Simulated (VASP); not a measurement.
A run of VASP 6.6.1 is set up as follows.

The input INCAR:

```
SYSTEM = WC
ALGO     = Normal         ! electronic algorithm
EDIFF    = 1E-6           ! SCF threshold, eV
ENCUT    = 520            ! plane-wave cutoff, eV
GGA      = PS             ! functional
ISIF     = 2              ! what is computed and relaxed
ISMEAR   = -1             ! smearing method
LASPH    = .TRUE.         ! aspherical terms in the spheres
LCHARG   = .TRUE.         ! write CHGCAR
LELF     = .TRUE.         ! ELF
LREAL    = .FALSE.        ! projectors in reciprocal space
LVHAR    = .TRUE.       
LWAVE    = .FALSE.        ! write WAVECAR
NBANDS   = 16             ! bands
NELM     = 80             ! most SCF steps
PREC     = Accurate       ! precision mode
SIGMA    = 0.1            ! smearing width, eV
```

Contents of KPOINTS:

```
k-points
0
G
  18 18 16
  0 0 0
```

File POSCAR:

```
WC
1.0
    2.8990065855      0.0000000000      0.0000000000
   -1.4495032928      2.5106133488      0.0000000000
    0.0000000000      0.0000000000      2.8270398714
W C
1 1
Direct
    0.0000000000      0.0000000000      0.0000000000
    0.6666666667      0.3333333333      0.5000000000
```

Potentials or basis: VASP PAW PBE potentials, release 64 (W_sv, C).

Command:

```sh
$ cat potpaw_PBE.64/W_sv/POTCAR potpaw_PBE.64/C/POTCAR > POTCAR
$ mpirun -np 1 vasp_std > vasp.out
```

(1) Predict the pressure.

(2) What does it give for the band gap on the k mesh?

Answers

(1) 1.3 GPa.

(2) zero (bands 9 and 10 overlap by 1.24 eV).

Caveat: the PAW data sets were made with another functional, which shifts forces and pressure a little; spin-orbit coupling is left out, which moves the levels of the heavy elements.
